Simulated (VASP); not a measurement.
# Ga (Fm-3m) in VASP: notebook

The runs below take Ga through single point, relaxation of cell and atoms, with PBEsol.

All numbers are computed with VASP 6.6.1; they aren't measurements. Logs are shortened: lines on timing, memory, paths and dates and some standing lists are left out, and cuts for length are marked.

## (1) The cell of the first run

The structure is cubic, space group Fm-3m (No. 225). Conventional cell: a = 4.108 Å, b = 4.108 Å, c = 4.108 Å, α = 90.00°, β = 90.00°, γ = 90.00°. Ga (site symmetry m-3m) has 12 Ga at 2.91 Å within 3.8 Å.

## (2) Single point, PBEsol

The input, INCAR:

```
SYSTEM = Ga
ALGO     = Normal         ! electronic algorithm
EDIFF    = 1E-6           ! SCF threshold, eV
ENCUT    = 500            ! plane-wave cutoff, eV
GGA      = PS             ! functional
GGA_COMPAT= .False.      
ISIF     = 2              ! what is computed and relaxed
ISMEAR   = 0              ! smearing method
LASPH    = .True.         ! aspherical terms in the spheres
LCHARG   = .False.        ! write CHGCAR
LREAL    = .False.        ! projectors in reciprocal space
LWAVE    = .False.        ! write WAVECAR
NBANDS   = 12             ! bands
NELM     = 120            ! most SCF steps
PREC     = Accurate       ! precision mode
SIGMA    = 0.1            ! smearing width, eV
```

The input, KPOINTS:

```
k-points
0
Gamma
  6 6 6
  0 0 0
```

The input, POSCAR:

```
Ga
1.0
    0.0000000000      2.0542046788      2.0542046788
    2.0542046788      0.0000000000      2.0542046788
    2.0542046788      2.0542046788      0.0000000000
Ga
1
Direct
    0.0000000000      0.0000000000      0.0000000000
```

Potentials or basis: VASP PAW PBE potentials, release 64 (Ga_d).

Launch:

```bash
$ cat potpaw_PBE.64/Ga_d/POTCAR > POTCAR
$ mpirun -np 1 vasp_std > vasp.out
```

OUTCAR:

```text
SYSTEM = Ga
   EDIFF = 1E-6
   ENCUT = 500
   GGA = PS
   ISIF = 2
   ISMEAR = 0
   LASPH = .True.
   LREAL = .False.
   NELM = 120
   PREC = Accurate

 ion  position               nearest neighbor table
   1  0.000  0.000  0.000-

  LATTYP: Found a face centered cubic cell.
 ALAT       =     4.1084093576

  Lattice vectors:

 A1 = (   0.0000000000,   2.0542046788,   2.0542046788)
 A2 = (   2.0542046788,   0.0000000000,   2.0542046788)
 A3 = (   2.0542046788,   2.0542046788,   0.0000000000)

Analysis of symmetry for initial positions (statically):
=====================================================================
 Subroutine PRICEL returns:
 Original cell was already a primitive cell.

 Routine SETGRP: Setting up the symmetry group for a
 face centered cubic supercell.

 Subroutine GETGRP returns: Found 48 space group operations
 (whereof 48 operations were pure point group operations)
 out of a pool of 48 trial point group operations.

The static configuration has the point symmetry O_h .

Analysis of symmetry for dynamics (positions and initial velocities):
=====================================================================
 Subroutine PRICEL returns:
 Original cell was already a primitive cell.

 Routine SETGRP: Setting up the symmetry group for a
 face centered cubic supercell.

 Subroutine GETGRP returns: Found 48 space group operations
 (whereof 48 operations were pure point group operations)
 out of a pool of 48 trial point group operations.

The dynamic configuration has the point symmetry O_h .

 Subroutine INISYM returns: Found 48 space group operations
 (whereof 48 operations are pure point group operations),
 and found     1 'primitive' translations

----------------------------------------------------------------------------------------

                                     Primitive cell

  volume of cell :      17.3365

  direct lattice vectors                    reciprocal lattice vectors
     0.000000000  2.054204679  2.054204679    -0.243403204  0.243403204  0.243403204
     2.054204679  0.000000000  2.054204679     0.243403204 -0.243403204  0.243403204
     2.054204679  2.054204679  0.000000000     0.243403204  0.243403204 -0.243403204

  length of vectors
     2.905084117  2.905084117  2.905084117     0.421586716  0.421586716  0.421586716

  position of ions in fractional coordinates (direct lattice)
     0.000000000  0.000000000  0.000000000

  ion indices of the primitive-cell ions
   primitive index   ion index
                 1           1

----------------------------------------------------------------------------------------

 KPOINTS: k-points

Automatic generation of k-mesh.
 Grid dimensions read from file:
 generate k-points for:    6    6    6

 Generating k-lattice:

  Cartesian coordinates                     Fractional coordinates (reciprocal lattice)
    -0.040567201  0.040567201  0.040567201     0.166666667  0.000000000  0.000000000
     0.040567201 -0.040567201  0.040567201     0.000000000  0.166666667  0.000000000
     0.040567201  0.040567201 -0.040567201     0.000000000  0.000000000  0.166666667

  Length of vectors
     0.070264453  0.070264453  0.070264453

  Shift w.r.t. Gamma in fractional coordinates (k-lattice)
     0.000000000  0.000000000  0.000000000

 Subroutine IBZKPT returns following result:
 ===========================================

 Found     16 irreducible k-points:

 Following reciprocal coordinates:
            Coordinates               Weight
  0.000000  0.000000  0.000000      1.000000
  0.166667  0.000000  0.000000      8.000000
  0.333333  0.000000  0.000000      8.000000
  0.500000  0.000000  0.000000      4.000000
  0.166667  0.166667  0.000000      6.000000
  0.333333  0.166667  0.000000     24.000000
[... 8 lines left out ...]
 -0.333333  0.333333  0.166667     24.000000
 -0.333333  0.500000  0.166667     12.000000
   k-points           NKPTS =     16   k-points in BZ     NKDIM =     16   number of bands    NBANDS=     12
   number of dos      NEDOS =    301   number of ions     NIONS =      1
   total plane-waves  NPLWV =  13824
   dimension x,y,z NGX =    24 NGY =   24 NGZ =   24
   dimension x,y,z NGXF=    48 NGYF=   48 NGZF=   48
   ions per type =               1
   NGX,Y,Z   is equivalent  to a cutoff of  13.73, 13.73, 13.73 a.u.
   NGXF,Y,Z  is equivalent  to a cutoff of  27.47, 27.47, 27.47 a.u.
 SYSTEM =  Ga
   PREC   = accura    normal or accurate (medium, high low for compatibility)
   ISTART =      0    job   : 0-new  1-cont  2-samecut
   ICHARG =      2    charge: 1-file 2-atom 10-const
   ISPIN  =      1    spin polarized calculation?
   LNONCOLLINEAR =      F non collinear calculations
   LSORBIT =      F    spin-orbit coupling
   LASPH  =      T    aspherical Exc in radial PAW
   ENCUT  =  500.0 eV  36.75 Ry    6.06 a.u.   5.30  5.30  5.30*2*pi/ulx,y,z
   NELM   =    120;   NELMIN=  2; NELMDL= -5     # of ELM steps
   EDIFF  = 0.1E-05   stopping-criterion for ELM
   LREAL  =      F    real-space projection
   EDIFFG = 0.1E-04   stopping-criterion for IOM
   NSW    =      0    number of steps for IOM
   IBRION =     -1    ionic relax: 0-MD 1-quasi-New 2-CG
   NFREE  =      0    steps in history (QN), initial steepest desc. (CG)
   ISIF   =      2    stress and relaxation
   ISYM   =      2    0-nonsym 1-usesym 2-fastsym
   POTIM  = 0.5000    time-step for ionic-motion
   TEBEG  =    0.0;   TEEND  =   0.0 temperature during run
   PSTRESS=    0.0 pullay stress
   NELECT =      13.0000    total number of electrons
   NUPDOWN=      -1.0000    fix difference up-down
   EMIN   =  10.00;   EMAX   =-10.00  energy-range for DOS
   EFERMI =   0.00;   METHOD = LEGACY
   ISMEAR =     0;   SIGMA  =   0.10  broadening in eV -4-tet -1-fermi 0-gaus
   EFERMI_NEDOS =   21; number of points for ismear=-14 and -15
   IALGO  =     38    algorithm
   IMIX   =      4    mixing-type and parameters
     AMIX     =   0.40;   BMIX     =  1.00
     AMIX_MAG =   1.60;   BMIX_MAG =  1.00
  volume/ion in A,a.u.               =      17.34       116.99
  Fermi-wavevector in a.u.,A,eV,Ry     =   1.487313  2.810613 30.097428  2.212099
  Thomas-Fermi vector in A             =   2.600489
   LORBIT       =      0    0 simple, 1 ext, 2 COOP (PROOUT), +10 PAW based schemes
   GGA     = PS    functional components
   LHFCALC =     F    Hartree Fock is set to
   AEXX    =    0.0000 exact exchange contribution
   IVDW    =     0    specifies the selected vdW correction
   LEPSILON=     F    determine dielectric tensor
   LRPA    =     F    only Hartree local field effects (RPA)
 non-spin polarized calculation
 Gauss-broadening in eV      SIGMA  =   0.10
  energy-cutoff  :      500.00
  volume of cell :       17.34
 maximum number of plane-waves:       459
 NGX is ok and might be reduce to    24
   NGX = 11   NGY = 11   NGZ = 11

 number of electron      12.9999997 magnetization

 Free energy of the ion-electron system (eV)
  ---------------------------------------------------
  ext. energy  EPLUGINS =         0.00000000
  ---------------------------------------------------
  free energy    TOTEN  =        -3.40156894 eV

  energy without entropy =       -3.39850318  energy(sigma->0) =       -3.40003606

 E-fermi :   6.1335     XC(G=0): -11.5869

 val. band max:        5.6390729171   @ k =  -0.3333   0.3333   0.0000
 cond. band min:       6.1484011148   @ k =  -0.3333   0.3333   0.0000
 fundamental gap:      0.5093281977
 Fermi energy:         6.1335215805

 k-point     1 :       0.0000    0.0000    0.0000
  band No.  band energies     occupation
      1      -8.7230      2.00000
      2      -8.7230      2.00000
      3      -8.7230      2.00000
      4      -8.5725      2.00000
      5      -8.5725      2.00000
      6      -5.5097      2.00000
      7      19.3782      0.00000
      8      19.3782      0.00000
      9      19.3782      0.00000
     10      22.5350      0.00000
     11      23.0716      0.00000
     12      23.0716      0.00000

 k-point     2 :       0.1667    0.0000    0.0000
  band No.  band energies     occupation
      1      -8.7406      2.00000
      2      -8.6930      2.00000
      3      -8.6930      2.00000
      4      -8.5704      2.00000
      5      -8.5704      2.00000
      6      -4.7440      2.00000
      7      13.5282      0.00000
      8      18.2143      0.00000
      9      18.2143      0.00000
     10      21.2548      0.00000
     11      24.8533      0.00000
     12      24.8533      0.00000

 k-point     3 :       0.3333    0.0000    0.0000
  band No.  band energies     occupation
      1      -8.7982      2.00000
      2      -8.6994      2.00000
      3      -8.6994      2.00000
      4      -8.4981      2.00000
      5      -8.4981      2.00000
      6      -2.4090      2.00000
      7       6.8765      0.00000
      8      17.1193      0.00000
      9      17.1193      0.00000
     10      21.0201      0.00000
     11      22.5072      0.00000
     12      22.5072      0.00000
[... 166 lines left out ...]
 k-point    15 :      -0.3333    0.3333    0.1667
  band No.  band energies     occupation
      1      -8.7630      2.00000
      2      -8.7285      2.00000
      3      -8.6280      2.00000
      4      -8.5614      2.00000
      5      -8.4462      2.00000
      6       3.0057      2.00000
      7       3.9989      2.00000
      8       8.9649      0.00000
      9      10.3512      0.00000
     10      20.8877      0.00000
     11      23.2210      0.00000
     12      27.4286      0.00000

 k-point    16 :      -0.3333    0.5000    0.1667
  band No.  band energies     occupation
      1      -8.8191      2.00000
      2      -8.8007      2.00000
      3      -8.5617      2.00000
      4      -8.5123      2.00000
      5      -8.4134      2.00000
      6       4.5172      2.00000
      7       4.6692      2.00000
      8       7.7257      0.00000
      9       8.4136      0.00000
     10      20.3275      0.00000
     11      20.3302      0.00000
     12      28.9028      0.00000

------------------------ aborting loop because EDIFF is reached ----------------------------------------

  FORCE on cell =-STRESS in cart. coord.  units (eV):
  Direction    XX          YY          ZZ          XY          YZ          ZX
  --------------------------------------------------------------------------------------
  -------------------------------------------------------------------------------------
  Total       -0.0360752     -0.0360752     -0.0360752     -0.0000000     -0.0000000     -0.0000000
  in kB       -3.3339473     -3.3339473     -3.3339473     -0.0000000     -0.0000000     -0.0000000
  external PRESSURE =      -3.3339473 kB  Pullay stress =       0.0000000 kB

 VOLUME and BASIS-vectors are now :
 -----------------------------------------------------------------------------
  energy-cutoff  :      500.00
  volume of cell :       17.34
      direct lattice vectors                 reciprocal lattice vectors
     0.000000000  2.054204679  2.054204679    -0.243403204  0.243403204  0.243403204
     2.054204679  0.000000000  2.054204679     0.243403204 -0.243403204  0.243403204
     2.054204679  2.054204679  0.000000000     0.243403204  0.243403204 -0.243403204

 POSITION                                       TOTAL-FORCE (eV/Angst)
 -----------------------------------------------------------------------------------
      0.00000      0.00000      0.00000         0.000000     -0.000000      0.000000
 -----------------------------------------------------------------------------------
    total drift:                               -0.000000      0.000000     -0.000000

  FREE ENERGIE OF THE ION-ELECTRON SYSTEM (eV)
  ---------------------------------------------------
  free  energy   TOTEN  =        -3.4015689376 eV

  energy  without entropy=       -3.3985031839  energy(sigma->0) =       -3.40003606
```

It took 6.9 s on 1 thread of Intel Xeon 8259CL, shared host; peak memory 0.13 GiB.

Results:

* Free energy: -3.4016 eV
* Pressure: -0.3 GPa

Caveat: the k points lie up to 0.44 Å⁻¹ apart; the PAW data sets were made with another functional, which shifts forces and pressure a little.

## (3) Single point, PBEsol

This run uses another cell than the first one, of 20.16 Å³/atom, 1.163 times its volume.

The input, INCAR:

```
SYSTEM = Ga
PREC     = Accurate       ! precision mode
ENCUT    = 500            ! plane-wave cutoff, eV
EDIFF    = 1E-6           ! SCF threshold, eV
ISMEAR   = 0              ! smearing method
SIGMA    = 0.1            ! smearing width, eV
LREAL    = .False.        ! projectors in reciprocal space
LASPH    = .True.         ! aspherical terms in the spheres
NELM     = 120            ! most SCF steps
ALGO     = Normal         ! electronic algorithm
ISIF     = 2              ! what is computed and relaxed
LWAVE    = .False.        ! write WAVECAR
LCHARG   = .False.        ! write CHGCAR
GGA      = PS             ! functional
NBANDS   = 12             ! bands
GGA_COMPAT= .False.
```

The input, KPOINTS:

```
regular mesh
0
Gamma
  8 8 8
  0 0 0
```

The input, POSCAR:

```
Ga
1.0
    0.0000000000      2.1601210908      2.1601210908
    2.1601210908      0.0000000000      2.1601210908
    2.1601210908      2.1601210908      0.0000000000
Ga
1
Direct
    0.0000000000      0.0000000000      0.0000000000
```

Potentials or basis: VASP PAW PBE potentials, release 64 (Ga_d).

Launch:

```bash
$ cat potpaw_PBE.64/Ga_d/POTCAR > POTCAR
$ mpirun -np 1 vasp_std > vasp.out
```

It took 8.6 s on 1 thread of Intel Xeon 8259CL, shared host; peak memory 0.14 GiB.

The run converged. Its results:

* Free energy: -3.2612 eV
* Pressure: -5.6 GPa

Levels at points of the mesh, in eV from the Fermi level:
| k point | band 4 | band 5 | band 6 | band 7 | band 8 | band 9 |
| --- | --- | --- | --- | --- | --- | --- |
| (0.00, 0.00, 0.00) | -14.78 | -14.78 | -10.66 | 11.39 | 11.39 | 11.39 |
| (0.50, 0.00, 0.00) | -14.69 | -14.69 | -5.00 | -3.76 | 9.20 | 9.20 |
| (0.50, 0.50, 0.00) | -14.67 | -14.67 | -2.57 | -2.42 | 4.63 | 4.63 |

Caveat: the PAW data sets were made with another functional, which shifts forces and pressure a little.

## (4) Relaxation of cell and atoms, PBEsol

This run uses another cell than the first one, of 20.16 Å³/atom, 1.163 times its volume.

The input, INCAR:

```
SYSTEM = Ga
PREC     = Accurate       ! precision mode
ENCUT    = 500            ! plane-wave cutoff, eV
EDIFF    = 1E-7           ! SCF threshold, eV
ISMEAR   = 0              ! smearing method
SIGMA    = 0.1            ! smearing width, eV
LREAL    = .FALSE.        ! projectors in reciprocal space
LASPH    = .TRUE.         ! aspherical terms in the spheres
NELM     = 120            ! most SCF steps
ALGO     = Normal         ! electronic algorithm
ISIF     = 3              ! what is computed and relaxed
LWAVE    = .FALSE.        ! write WAVECAR
LCHARG   = .FALSE.        ! write CHGCAR
GGA      = PS             ! functional
IBRION   = 2              ! ionic algorithm
NSW      = 90             ! ionic steps
EDIFFG   = -0.04          ! ionic threshold
GGA_COMPAT= .FALSE.      
NELMIN   = 4
```

The input, KPOINTS:

```
regular mesh
0
G
  6 6 6
  0 0 0
```

POSCAR is that of step 3.

Launch:

```bash
$ cat potpaw_PBE.64/Ga_d/POTCAR > POTCAR
$ mpirun -np 1 vasp_std > vasp.out
```

Run time: 17 s. Hardware: 1 thread of Intel Xeon 8259CL, shared host; peak memory 0.14 GiB.

It converged, with:

| Property | Result |
| --- | --- |
| Free energy | -3.4018 eV |
| Relaxed volume | 17.28 Å³/atom |
| Relaxed cell | a = 2.902 Å, b = 2.902 Å, c = 2.902 Å, α = 60.00°, β = 60.00°, γ = 60.00° |
| Space group after relaxing (to 0.05 Å) | Fm-3m (No. 225) |
| Energy gained by relaxing | 77.7 meV/atom |
| Ionic steps | 3 |
| Pressure after relaxing | -0.1 GPa |

Step by step:
```
step  energy change (eV)  largest force (eV/Å)  pressure (GPa)  volume (Å³)
   1              0.0000                0.0000           -7.38        20.16
   2             -0.0765                0.0000           -1.17        17.57
   3             -0.0777                0.0000           -0.07        17.28
```

Final structure:
```yaml
crystal:
  lattice:
    - [0.00000, 2.05178, 2.05178]
    - [2.05178, 0.00000, 2.05178]
    - [2.05178, 2.05178, 0.00000]
  atoms:
    - { symbol: Ga, position: [0.00000, 0.00000, 0.00000] }
```

Levels at points of the mesh, in eV from the Fermi level:
| k point | band 4 | band 5 | band 6 | band 7 | band 8 | band 9 |
| --- | --- | --- | --- | --- | --- | --- |
| (0.00, 0.00, 0.00) | -14.71 | -14.71 | -11.68 | 13.28 | 13.28 | 13.28 |
| (0.50, 0.00, 0.00) | -14.58 | -14.58 | -4.96 | -4.34 | 10.69 | 10.69 |
| (0.50, 0.50, 0.00) | -14.55 | -14.55 | -2.79 | -2.10 | 5.28 | 5.28 |

Caveat: the k points lie up to 0.44 Å⁻¹ apart in the final cell; the PAW data sets were made with another functional, which shifts forces and pressure a little.

## (5) The runs side by side

| task | cell | k mesh | gap on the mesh (eV) | pressure (GPa) |
| --- | --- | --- | --- | --- |
| single point | a = 2.905 Å, angles 60.0°, 1 atom | 6 × 6 × 6 | none | -0.3 |
| single point | a = 3.055 Å, angles 60.0°, 1 atom | 8 × 8 × 8 | none | -5.6 |
| relaxation of cell and atoms | relaxed from a = 3.055 Å, angles 60.0°, 1 atom | 6 × 6 × 6 | none | -0.1 |

Alike in all rows: level PBEsol; potentials or basis VASP PAW PBE potentials, release 64 (Ga_d); no spin polarisation; cutoff (eV) 500; smearing gaussian 0.1 eV.

Caveats: some runs use coarse meshes; the PAW data sets were made with another functional, which shifts forces and pressure a little.

Absolute energies hang on the potentials; compare differences alone.
